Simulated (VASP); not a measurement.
Mo:

```
Mo
1.0
     0.00000    1.98777    1.98777
     1.98777    0.00000    1.98777
     1.98777    1.98777    0.00000
Mo
1
Direct
  0.00000 0.00000 0.00000
```

This cell differs from its parent crystal: volume scaled by 0.96.

Base run:

| Property | Result |
| --- | --- |
| Program | VASP 6.6.1 |
| Functional | BLYP |
| Dispersion | D4 |
| Potentials or basis | VASP PAW PBE potentials, release 64 (Mo_sv) |
| Cutoff | 520 eV |
| k mesh | 8 × 8 × 8 |
| Occupations | gaussian, width 0.15 eV |
| Spin | non-collinear spin, zero start, spin-orbit coupling |
| Starting moments | [[0.0, 0.0, 0.0]] μB |

Its results: pressure 3.2 GPa; net moment 0.00 μB per cell.

**Question.** The run is repeated on the same cell with these changes: dispersion from D4 to none; occupations from gaussian, width 0.15 eV to fermi-dirac, width 0.05 eV. What comes out?

**Answer.** Pressure 14.9 GPa; net moment 0.00 μB per cell.

Caveats: the PAW data sets were made with another functional, which shifts forces and pressure a little.
